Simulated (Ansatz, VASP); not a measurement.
## Co in VASP and in Ansatz

INCAR

```
SYSTEM = Co
  PREC = Accurate
  ENCUT = 520
  EDIFF = 1E-7
  ISMEAR = 0
  SIGMA = 0.014
  LREAL = .FALSE.
  LASPH = .TRUE.
  NELM = 150
  ALGO = Normal
  ISIF = 2
  LWAVE = .FALSE.
  LCHARG = .FALSE.
  ISPIN = 2
  MAGMOM = 2 2 2 2
  LORBIT = 11
  LMAXMIX = 4
  GGA = PE
  NBANDS = 30
```

File KPOINTS:

```
Automatic mesh
0
G
  12 12 4
  0 0 0
```

The input POSCAR:

```
Co
1.0
    2.4705617809      0.0000000000      0.0000000000
   -1.2352808905      2.1395692639      0.0000000000
    0.0000000000      0.0000000000      8.0882338000
Co
4
Direct
    0.6666666667      0.3333333333      0.7500000000
    0.0000000000      0.0000000000      0.5000000000
    0.3333333333      0.6666666667      0.2500000000
    0.0000000000      0.0000000000      0.0000000000
```

input.yaml

```yaml
crystal:
  lattice:
    - [2.4705617809, 0.0, 0.0]
    - [-1.2352808905, 2.1395692639, 0.0]
    - [0.0, 0.0, 8.0882338]
  atoms:
    - { symbol: Co, position: [0.6666666667, 0.3333333333, 0.75], spin: 2.0 }
    - { symbol: Co, position: [0.0, 0.0, 0.5], spin: 2.0 }
    - { symbol: Co, position: [0.3333333333, 0.6666666667, 0.25], spin: 2.0 }
    - { symbol: Co, position: [0.0, 0.0, 0.0], spin: 2.0 }
hamiltonian:
  xc: pbe
  pseudopotentials: { kind: paw }
magnetization:
  spin_polarized: true
kpoints:
  mp_grid: { grid: [12, 12, 4] }
scf:
  occupations: { method: gaussian, width: 0.014 }
output:
  forces: true
  stress: true
  eigenvalues: true
  write_density: true
  write_potential: true
  elf: true
  volumetric_format: npy
```

Alike in both runs: task single point; functional PBE; k mesh 12 × 12 × 4; occupations gaussian, width 0.014 eV; collinear spin.

|  | VASP | Ansatz |
| --- | --- | --- |
| version | VASP 6.6.1 | Ansatz 0.2.0 |
| potentials or method | VASP PAW PBE potentials, release 64 (Co) | Ansatz PAW |
| plane-wave cutoff (eV) | 520 | 420 |
| valence electrons in the cell | 36 | 68 |

|  | VASP | Ansatz | Ansatz less VASP |
| --- | --- | --- | --- |
| gap on the k mesh at the Fermi level (eV) | none | none | - |
| pressure (GPa) | 3.8 | 4.7 | +0.85 |
| traceless stress, the component that is largest in VASP (GPa) | -2.91 | -3.15 | -0.245 |
| net moment per atom (μB) | 1.65 | 1.65 | +0.008 |
| size of the moment on the site where the two differ most (μB) | 1.67 | 1.74 | +0.065 |

Site moments also hang on the region over which each program counts them. A gap of «none» marks a metal or a gap that the smearing closes. The functional is the same, so the differences come from potentials, cutoffs and numerics. VASP's potentials hold 36 valence electrons a cell and Ansatz's 68, so a difference there can come from the potentials and not from the codes.
